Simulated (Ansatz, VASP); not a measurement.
# One calculation of GaN, two programs

Contents of POSCAR:

```
GaN
1.0
    0.0000000000      2.2535006075      2.2535006075
    2.2535006075      0.0000000000      2.2535006075
    2.2535006075      2.2535006075      0.0000000000
Ga N
1 1
Direct
   -0.0288226704     -0.0288226704     -0.0288226704
    0.7500000000      0.7500000000      0.7500000000
```

Contents of INCAR.step1:

```
SYSTEM = GaN
  ALGO = Normal
  EDIFF = 1E-5
  ENCUT = 1460
  GGA = PE
  GGA_COMPAT = .FALSE.
  ISMEAR = 0
  LASPH = .TRUE.
  LCHARG = .FALSE.
  LREAL = .FALSE.
  LWAVE = .TRUE.
  NBANDS = 16
  NELM = 120
  PREC = Accurate
  SIGMA = 0.2
```

Contents of INCAR.step2:

```
SYSTEM = GaN
  ALGO = Normal
  EDIFF = 1E-6
  ENCUT = 1460
  GGA_COMPAT = .FALSE.
  ISIF = 2
  ISMEAR = 0
  ISTART = 1
  LASPH = .TRUE.
  LCHARG = .TRUE.
  LELF = .TRUE.
  LMIXTAU = .TRUE.
  LREAL = .FALSE.
  LVHAR = .TRUE.
  LWAVE = .FALSE.
  METAGGA = R2SCAN
  NBANDS = 16
  NELM = 120
  PREC = Accurate
  SIGMA = 0.2
```

File KPOINTS:

```
k-points
0
G
  10 10 10
  0 0 0
```

Input for Ansatz:

```yaml
crystal:
  lattice:
    - [0.0, 2.2535006075, 2.2535006075]
    - [2.2535006075, 0.0, 2.2535006075]
    - [2.2535006075, 2.2535006075, 0.0]
  atoms:
    - { symbol: Ga, position: [-0.0288226704, -0.0288226704, -0.0288226704] }
    - { symbol: "N", position: [0.75, 0.75, 0.75] }
basis:
  ecutwfc: 500
kpoints:
  mp_grid: { grid: [10, 10, 10] }
hamiltonian:
  xc: r2scan
scf:
  occupations: { method: gaussian, width: 0.2 }
output:
  forces: true
  stress: true
  eigenvalues: true
```

Change from the starting cell: all Ga atoms moved +0.225 Å, as atom 1 towards its neighbour atom 2 (N) at 1.952 Å.

Alike in both runs: task single point; functional r2SCAN; k mesh 10 × 10 × 10; occupations gaussian, width 0.2 eV; no spin polarisation.

|  | VASP | Ansatz |
| --- | --- | --- |
| version | VASP 6.6.1 | Ansatz 0.2.0 |
| potentials or method | VASP PAW PBE potentials, release 64 (Ga_d, N_h), cutoff 1460 eV | scalar-relativistic, plane waves, PAW |
| valence electrons in the cell | 18 | 18 |

|  | VASP | Ansatz | Ansatz less VASP |
| --- | --- | --- | --- |
| gap on the k mesh at the Fermi level (eV) | 1.91 | 1.91 | +0.002 |
| least direct gap on the mesh (eV) | 1.91 | 1.91 | +0.002 |
| pressure (GPa) | 7.3 | 6.3 | -0.96 |
| traceless stress, the component that is largest in VASP (GPa) | 13.77 | 13.58 | -0.196 |
| rms of the force components (eV/Å) | 2.865 | 2.845 | -0.0202 |

VASP's potentials were made for PBE, not for r2SCAN. Atom by atom the forces differ by 0.020 eV/Å (rms over components).
